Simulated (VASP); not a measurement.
# MgS (zincblende type) (F-43m) in VASP: notebook, part 2 of 2

VASP 6.6.1. The steps go on from the part before.

### 3 Electric field gradients, PBE

File INCAR:

```
SYSTEM = MgS
  ALGO = Normal
  EDIFF = 1E-8
  ENCUT = 520
  GGA = PE
  ISIF = 2
  ISMEAR = -1
  LASPH = .True.
  LCHARG = .False.
  LEFG = .True.
  LREAL = .False.
  LWAVE = .False.
  NBANDS = 11
  NELM = 60
  PREC = Accurate
  SIGMA = 0.05
```

File KPOINTS:

```
k-points
0
Gamma
  13 13 13
  0 0 0
```

File POSCAR:

```
MgS
1.0
    0.0000000000      2.8483745724      2.8483745724
    2.8483745724      0.0000000000      2.8483745724
    2.8483745724      2.8483745724      0.0000000000
Mg S
1 1
Direct
    0.0000000000      0.0000000000      0.0000000000
    0.2500000000      0.2500000000      0.2500000000
```

Potentials or basis: VASP PAW PBE potentials, release 64 (Mg, S).

Launch:

```sh
> cat potpaw_PBE.64/Mg/POTCAR potpaw_PBE.64/S/POTCAR > POTCAR
> mpirun -np 1 vasp_std > vasp.out
```

OUTCAR:

```text
SYSTEM = MgS
   EDIFF = 1E-8
   ENCUT = 520
   GGA = PE
   ISIF = 2
   ISMEAR = -1
   LASPH = .True.
   LREAL = .False.
   NELM = 60
   PREC = Accurate

 ion  position               nearest neighbor table
   1  0.000  0.000  0.000-   2 2.47   2 2.47   2 2.47   2 2.47
   2  0.250  0.250  0.250-   1 2.47   1 2.47   1 2.47   1 2.47

  LATTYP: Found a face centered cubic cell.
 ALAT       =     5.6967491448

  Lattice vectors:

 A1 = (   0.0000000000,   2.8483745724,   2.8483745724)
 A2 = (   2.8483745724,   0.0000000000,   2.8483745724)
 A3 = (   2.8483745724,   2.8483745724,   0.0000000000)

Analysis of symmetry for initial positions (statically):
=====================================================================
 Subroutine PRICEL returns:
 Original cell was already a primitive cell.

 Routine SETGRP: Setting up the symmetry group for a
 face centered cubic supercell.

 Subroutine GETGRP returns: Found 24 space group operations
 (whereof 24 operations were pure point group operations)
 out of a pool of 48 trial point group operations.

The static configuration has the point symmetry T_d .

Analysis of symmetry for dynamics (positions and initial velocities):
=====================================================================
 Subroutine PRICEL returns:
 Original cell was already a primitive cell.

 Routine SETGRP: Setting up the symmetry group for a
 face centered cubic supercell.

 Subroutine GETGRP returns: Found 24 space group operations
 (whereof 24 operations were pure point group operations)
 out of a pool of 48 trial point group operations.

The dynamic configuration has the point symmetry T_d .

 Subroutine INISYM returns: Found 24 space group operations
 (whereof 24 operations are pure point group operations),
 and found     1 'primitive' translations

----------------------------------------------------------------------------------------

                                     Primitive cell

  volume of cell :      46.2191

  direct lattice vectors                    reciprocal lattice vectors
     0.000000000  2.848374572  2.848374572    -0.175538711  0.175538711  0.175538711
     2.848374572  0.000000000  2.848374572     0.175538711 -0.175538711  0.175538711
     2.848374572  2.848374572  0.000000000     0.175538711  0.175538711 -0.175538711

  length of vectors
     4.028209951  4.028209951  4.028209951     0.304041966  0.304041966  0.304041966

  position of ions in fractional coordinates (direct lattice)
     0.000000000  0.000000000  0.000000000
     0.250000000  0.250000000  0.250000000

  ion indices of the primitive-cell ions
   primitive index   ion index
                 1           1
                 2           2

----------------------------------------------------------------------------------------

 KPOINTS: k-points

Automatic generation of k-mesh.
 Grid dimensions read from file:
[... 69 lines left out ...]
   IBRION =     -1    ionic relax: 0-MD 1-quasi-New 2-CG
   NFREE  =      0    steps in history (QN), initial steepest desc. (CG)
   ISIF   =      2    stress and relaxation
   ISYM   =      2    0-nonsym 1-usesym 2-fastsym
   POTIM  = 0.5000    time-step for ionic-motion
   TEBEG  =    0.0;   TEEND  =   0.0 temperature during run
   PSTRESS=    0.0 pullay stress
   NELECT =       8.0000    total number of electrons
   NUPDOWN=      -1.0000    fix difference up-down
   EMIN   =  10.00;   EMAX   =-10.00  energy-range for DOS
   EFERMI =   0.00;   METHOD = LEGACY
   ISMEAR =    -1;   SIGMA  =   0.05  broadening in eV -4-tet -1-fermi 0-gaus
   EFERMI_NEDOS =   21; number of points for ismear=-14 and -15
   IALGO  =     38    algorithm
   IMIX   =      4    mixing-type and parameters
     AMIX     =   0.40;   BMIX     =  1.00
     AMIX_MAG =   1.60;   BMIX_MAG =  1.00
  volume/ion in A,a.u.               =      23.11       155.95
  Fermi-wavevector in a.u.,A,eV,Ry     =   0.912356  1.724103 11.325404  0.832394
  Thomas-Fermi vector in A             =   2.036742
   LORBIT       =      0    0 simple, 1 ext, 2 COOP (PROOUT), +10 PAW based schemes
   GGA     = PE    functional components
[... 5 lines left out ...]
 non-spin polarized calculation
  energy-cutoff  :      520.00
  volume of cell :       46.22
 maximum number of plane-waves:      1266
 NGX is ok and might be reduce to    30
   NGX = 15   NGY = 15   NGZ = 15

 number of electron       8.0000001 magnetization

 Free energy of the ion-electron system (eV)
  ---------------------------------------------------
  ext. energy  EPLUGINS =         0.00000000
  ---------------------------------------------------
  free energy    TOTEN  =        -8.47289067 eV

  energy without entropy =       -8.47289067  energy(sigma->0) =       -8.47289067

 E-fermi :   1.9882     XC(G=0):  -8.3193

 val. band max:        0.9492495626   @ k =   0.0000   0.0000   0.0000
 cond. band min:       4.3159442820   @ k =   0.0000   0.0000   0.0000
 fundamental gap:      3.3666947193
 Fermi energy:         1.9882250927

 k-point     1 :       0.0000    0.0000    0.0000
  band No.  band energies     occupation
      1     -10.2581      2.00000
      2       0.9492      2.00000
      3       0.9492      2.00000
      4       0.9492      2.00000
      5       4.3159      0.00000
      6       8.8514      0.00000
      7       8.8514      0.00000
      8       8.8514      0.00000
      9      11.7416      0.00000
     10      11.7416      0.00000
     11      14.5194      0.00000
[... 309 lines left out ...]
 k-point    24 :       0.4615    0.1538    0.0000
  band No.  band energies     occupation
      1      -9.5977      2.00000
      2      -1.7933      2.00000
      3       0.1692      2.00000
      4       0.4426      2.00000
      5       6.5333      0.00000
      6       7.7732      0.00000
      7       9.3141      0.00000
      8       9.3664      0.00000
      9      12.3273      0.00000
     10      14.2235      0.00000
     11      14.5715      0.00000

 [... further k-points ...]
[... 5 lines left out ...]
  --------------------------------------------------------------------------------------
  -------------------------------------------------------------------------------------
  Total       -0.0373443     -0.0373443     -0.0373443      0.0000000      0.0000000      0.0000000
  in kB       -1.2945342     -1.2945342     -1.2945342      0.0000000      0.0000000      0.0000000
  external PRESSURE =      -1.2945342 kB  Pullay stress =       0.0000000 kB

 VOLUME and BASIS-vectors are now :
 -----------------------------------------------------------------------------
  energy-cutoff  :      520.00
  volume of cell :       46.22
      direct lattice vectors                 reciprocal lattice vectors
     0.000000000  2.848374572  2.848374572    -0.175538711  0.175538711  0.175538711
     2.848374572  0.000000000  2.848374572     0.175538711 -0.175538711  0.175538711
     2.848374572  2.848374572  0.000000000     0.175538711  0.175538711 -0.175538711

 POSITION                                       TOTAL-FORCE (eV/Angst)
 -----------------------------------------------------------------------------------
      0.00000      0.00000      0.00000        -0.000000     -0.000000      0.000000
      1.42419      1.42419      1.42419         0.000000      0.000000     -0.000000
 -----------------------------------------------------------------------------------
    total drift:                                0.000000      0.000000      0.000000

  FREE ENERGIE OF THE ION-ELECTRON SYSTEM (eV)
  ---------------------------------------------------
  free  energy   TOTEN  =        -8.4728906693 eV

  energy  without entropy=       -8.4728906693  energy(sigma->0) =       -8.47289067

 Electric field gradients (V/A^2)
---------------------------------------------------------------------
 ion       V_xx      V_yy      V_zz      V_xy      V_xz      V_yz
---------------------------------------------------------------------
   1      -0.000    -0.000    -0.000    -0.000    -0.000    -0.000
   2       0.000     0.000    -0.000    -0.000    -0.000    -0.000
---------------------------------------------------------------------

 Electric field gradients after diagonalization (V/A^2)
 (convention: |V_zz| > |V_xx| > |V_yy|)
----------------------------------------------------------------------
 ion       V_xx      V_yy      V_zz     asymmetry (V_yy - V_xx)/ V_zz
----------------------------------------------------------------------
   1       0.000     0.000    -0.000       0.000
   2       0.000     0.000    -0.001       0.000
----------------------------------------------------------------------

           NMR quadrupolar parameters

 Cq : quadrupolar parameter    Cq=e*Q*V_zz/h
 eta: asymmetry parameters     (V_yy - V_xx)/ V_zz
 Q  : nuclear electric quadrupole moment in mb (millibarn)
----------------------------------------------------------------------
 ion       Cq(MHz)       eta       Q (mb)
----------------------------------------------------------------------
   1      -0.000       0.000       1.000
   2      -0.000       0.000       1.000
----------------------------------------------------------------------
```

OSZICAR:

```text
N       E                     dE             d eps       ncg     rms          rms(c)
DAV:   1     0.244757033561E+02    0.24476E+02   -0.34223E+03  1880   0.577E+02
DAV:   2    -0.704897702737E+01   -0.31525E+02   -0.30072E+02  2238   0.972E+01
DAV:   3    -0.897752054865E+01   -0.19285E+01   -0.19256E+01  2259   0.266E+01
DAV:   4    -0.899375309775E+01   -0.16233E-01   -0.16231E-01  2243   0.296E+00
DAV:   5    -0.899394950955E+01   -0.19641E-03   -0.19641E-03  2357   0.320E-01    0.400E+00
DAV:   6    -0.849955955357E+01    0.49439E+00   -0.12565E+00  2072   0.413E+00    0.305E+00
DAV:   7    -0.846584970243E+01    0.33710E-01   -0.26794E-01  2225   0.210E+00    0.239E+00
DAV:   8    -0.847360043914E+01   -0.77507E-02   -0.24334E-02  2091   0.937E-01    0.136E+00
DAV:   9    -0.847267095897E+01    0.92948E-03   -0.25055E-03  2099   0.246E-01    0.453E-01
DAV:  10    -0.847288314192E+01   -0.21218E-03   -0.73315E-04  2091   0.126E-01    0.925E-02
DAV:  11    -0.847288939601E+01   -0.62541E-05   -0.56459E-05  2253   0.306E-02    0.605E-02
DAV:  12    -0.847289068375E+01   -0.12877E-05   -0.78257E-06  2133   0.136E-02    0.644E-03
DAV:  13    -0.847289066968E+01    0.14070E-07   -0.35299E-07  2250   0.293E-03    0.884E-04
DAV:  14    -0.847289066934E+01    0.34663E-09   -0.17920E-08  2199   0.760E-04
   1 F= -.84728907E+01 E0= -.84728907E+01  d E =-.519595E-10
```

stdout:

```text
POSCAR found type information on POSCAR MgS
 POSCAR found :  2 types and       2 ions
 scaLAPACK will be used
 LDA part: xc-table for (Slater+PW92), standard interpolation
 POSCAR, INCAR and KPOINTS ok, starting setup
 FFT: planning ... GRIDC
 FFT: planning ... GRID_SOFT
 FFT: planning ... GRID
 WAVECAR not read
 entering main loop
ion   1

ion   2
```

It took 36 s on 1 thread of Intel Xeon Platinum 8259CL at 2.50GHz (Skylake/Cascade Lake), shared host; peak memory 0.19 GiB.

Results:

* Free energy: -8.4729 eV
* Pressure: -0.1 GPa
* Band gap on the k mesh: 3.37 eV, direct

Caveat: without QUAD_EFG the Cq values of the log hold for a quadrupole moment of 1 mb, not for the nuclei.
